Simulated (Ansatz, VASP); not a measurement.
Rb in VASP and in Ansatz

INCAR

```
SYSTEM = Rb
ALGO     = Normal         ! electronic algorithm
EDIFF    = 1E-6           ! SCF threshold, eV
ENCUT    = 520            ! plane-wave cutoff, eV
GGA      = PE             ! functional
ISIF     = 2              ! what is computed and relaxed
ISMEAR   = -1             ! smearing method
ISPIN    = 2              ! spin polarisation
LASPH    = .True.         ! aspherical terms in the spheres
LCHARG   = .True.         ! write CHGCAR
LELF     = .True.         ! ELF
LORBIT   = 11             ! projections on sites
LREAL    = .False.        ! projectors in reciprocal space
LVHAR    = .True.       
LWAVE    = .False.        ! write WAVECAR
MAGMOM   = 0 0 0 0        ! initial moments
NBANDS   = 30             ! bands
NELM     = 150            ! most SCF steps
PREC     = Accurate       ! precision mode
SIGMA    = 0.1            ! smearing width, eV
```

KPOINTS

```
k-points
0
Gamma
  7 7 2
  0 0 0
```

POSCAR

```
Rb
1.0
    3.9981466362      0.0000000000      0.0000000000
   -1.9990733181      3.4624965550      0.0000000000
    0.0000000000      0.0000000000     13.2298921841
Rb
4
Direct
    0.0000000000      0.0000000000      0.0000000000
    0.0000000000      0.0000000000      0.5000000000
    0.3333333333      0.6666666667      0.2500000000
    0.6666666667      0.3333333333      0.7500000000
```

Input for Ansatz:

```yaml
crystal:
  lattice:
    - [3.9981466362, 0.0, 0.0]
    - [-1.9990733181, 3.462496555, 0.0]
    - [0.0, 0.0, 13.2298921841]
  atoms:
    - { symbol: Rb, position: [0.0, 0.0, 0.0] }
    - { symbol: Rb, position: [0.0, 0.0, 0.5] }
    - { symbol: Rb, position: [0.3333333333, 0.6666666667, 0.25] }
    - { symbol: Rb, position: [0.6666666667, 0.3333333333, 0.75] }
kpoints:
  mp_grid: { grid: [7, 7, 2] }
scf:
  occupations: { method: fermi_dirac, width: 0.1 }
hamiltonian:
  xc: pbe
  pseudopotentials: { kind: paw }
output:
  forces: true
  stress: true
  eigenvalues: true
  populations: true
magnetization:
  spin_polarized: true
```

Alike in both runs: task single point; functional PBE; k mesh 7 × 7 × 2; occupations fermi-dirac, width 0.1 eV; collinear spin.

|  | VASP | Ansatz |
| --- | --- | --- |
| version | VASP 6.6.1 | Ansatz 0.2.0 |
| potentials or method | VASP PAW PBE potentials, release 64 (Rb_sv) | PAW with Ansatz's default frozen-core files, scalar-relativistic |
| plane-wave cutoff (eV) | 520 | 420 |
| valence electrons in the cell | 36 | 36 |

|  | VASP | Ansatz | Ansatz less VASP |
| --- | --- | --- | --- |
| gap on the k mesh at the Fermi level (eV) | none | none | - |
| pressure (GPa) | 6.4 | 6.4 | 0.00 |
| traceless stress, the component that is largest in VASP (GPa) | -0.16 | -0.16 | +0.001 |
| net moment per atom (μB) | 0.00 | 0.00 | 0.000 |

A gap of «none» marks a metal or a gap that the smearing closes. Ansatz's warnings: no starting moments, stability check not made.
